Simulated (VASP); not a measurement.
Input of a VASP 6.6.1 run:

The input POSCAR:

```
AlN
1.0
    0.0000000000      2.0996231902      2.0996231902
    2.0996231902      0.0000000000      2.0996231902
    2.0996231902      2.0996231902      0.0000000000
Al N
1 1
Direct
    0.0000000000      0.0000000000      0.0000000000
    0.5000000000      0.5000000000      0.5000000000
```

INCAR.step1

```
PREC = Accurate ; ENCUT = 520
EDIFF = 1E-5 ; ISMEAR = 0
SIGMA = 0.01 ; LREAL = F
LASPH = T ; NELM = 80
ALGO = Normal ; ISIF = 2
LWAVE = T ; LCHARG = F
GGA = PE ; NBANDS = 11
```

INCAR.step2

```
PREC = Accurate ; ENCUT = 520
EDIFF = 1E-6 ; ISMEAR = 0
SIGMA = 0.01 ; LREAL = F
LASPH = T ; NELM = 80
ALGO = Normal ; ISIF = 2
LWAVE = F ; LCHARG = F
GGA = PE ; LHFCALC = T
HFSCREEN = 0.2079 ; PRECFOCK = Normal
ISTART = 1 ; NBANDS = 11
```

KPOINTS

```
regular mesh
0
Gamma
  8 8 8
```

Potentials or basis: VASP PAW PBE potentials, release 64 (Al, N).

Run with:

```console
$ cat potpaw_PBE.64/Al/POTCAR potpaw_PBE.64/N/POTCAR > POTCAR
$ cp INCAR.step1 INCAR
$ mpirun -np 1 vasp_std > vasp.out
$ cp INCAR.step2 INCAR
$ mpirun -np 1 vasp_std > vasp.out
```

(1) Estimate the pressure.

(2) What does it give for the band gap on the k mesh?

## Answers

(1) -27.1 GPa.

(2) 4.82 eV (least direct gap 5.49 eV).

Caveat: the cell differs from its parent crystal (strain +4.0%); the cell stands under tension; the structure was generated, so it needn't be the stable form of AlN; the PAW data sets were made with another functional, which shifts forces and pressure a little.
